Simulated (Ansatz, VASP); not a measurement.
## Ni: VASP beside Ansatz

The input INCAR:

```
SYSTEM = Ni
  PREC = Accurate
  ENCUT = 600
  EDIFF = 1E-6
  ISMEAR = 0
  SIGMA = 0.05
  LREAL = .False.
  LASPH = .True.
  NELM = 200
  ALGO = Normal
  ISIF = 2
  LWAVE = .False.
  LCHARG = .True.
  ISPIN = 2
  MAGMOM = 2
  LORBIT = 11
  LMAXMIX = 4
  GGA = PE
  LELF = .True.
  LVHAR = .True.
  NBANDS = 15
  GGA_COMPAT = .False.
```

KPOINTS

```
Automatic mesh
0
Gamma
  14 14 14
  0 0 0
```

The input POSCAR:

```
Ni
1.0
    0.0000000000      1.7495000000      1.7495000000
    1.7495000000      0.0000000000      1.7495000000
    1.7495000000      1.7495000000      0.0000000000
Ni
1
Direct
    0.0000000000      0.0000000000      0.0000000000
```

Input for Ansatz:

```yaml
crystal:
  lattice:
    - [0.0, 1.7495, 1.7495]
    - [1.7495, 0.0, 1.7495]
    - [1.7495, 1.7495, 0.0]
  atoms:
    - { symbol: Ni, position: [0.0, 0.0, 0.0], spin: 2.0 }
magnetization:
  spin_polarized: true
hamiltonian:
  xc: pbe
  pseudopotentials: { kind: paw }
basis:
  ecutwfc: 420
kpoints:
  mp_grid: { grid: [14, 14, 14] }
scf:
  occupations: { method: gaussian, width: 0.05 }
  lower_state_search: "off"
  algorithm: density_mixing
  max_iter: 100
  mixing: { algorithm: broyden, ndim: 2, beta: 0.7, preconditioner: none }
output:
  forces: true
  stress: true
```

Alike in both runs: task single point; functional PBE; k mesh 14 × 14 × 14; occupations gaussian, width 0.05 eV; collinear spin.

|  | VASP | Ansatz |
| --- | --- | --- |
| version | VASP 6.6.1 | Ansatz 0.2.0 |
| potentials or method | VASP PAW PBE potentials, release 64 (Ni), cutoff 600 eV | PAW, plane waves, scalar-relativistic |
| valence electrons in the cell | 10 | 18 |

```tsv
	VASP	Ansatz	Ansatz less VASP
pressure (GPa)	2.9	3.2	+0.23
net moment per atom (μB)	0.58	0.59	+0.011
size of the moment on the site where the two differ most (μB)	0.59	0.63	+0.039
```

Site moments also hang on the region over which each program counts them. With one functional, cell and mesh, what is left measures potentials, basis and numerics. VASP's potentials hold 10 valence electrons a cell and Ansatz's 18, so a difference there can come from the potentials and not from the codes. Ansatz's warnings: stability check not made.
